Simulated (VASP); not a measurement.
A run of VASP 6.6.1:

INCAR

```
SYSTEM = AlRu
PREC = Accurate ; ENCUT = 520
EDIFF = 1E-6 ; ISMEAR = 0
SIGMA = 0.15 ; LREAL = .FALSE.
LASPH = .TRUE. ; NELM = 80
ALGO = Fast ; ISIF = 2
LWAVE = .FALSE. ; LCHARG = .FALSE.
GGA = PE ; NBANDS = 16
```

KPOINTS

```
regular mesh
0
G
  16 16 16
  0 0 0
```

POSCAR

```
AlRu
1.0
    2.9916000000      0.0000000000      0.0000000000
    0.0000000000      2.9916000000      0.0000000000
    0.0000000000      0.0000000000      3.0215160000
Al Ru
1 1
Direct
    0.0000000000      0.0000000000      0.0000000000
    0.5000000000      0.5000000000      0.5000000000
```

Potentials or basis: VASP PAW PBE potentials, release 64 (Al, Ru_pv).

The run is started by

```sh
$ cat potpaw_PBE.64/Al/POTCAR potpaw_PBE.64/Ru_pv/POTCAR > POTCAR
$ mpirun -np 1 vasp_std > vasp.out
```

Hardware: 1 thread of Intel Xeon 6975P-C, with other jobs on the host.

Problem. Estimate the wall time of this run.

Solution. Run time: 74 s on 1 thread of Intel Xeon 6975P-C, with other jobs on the host, peak memory 0.28 GiB. Counts: scf iterations 12, k points 405.
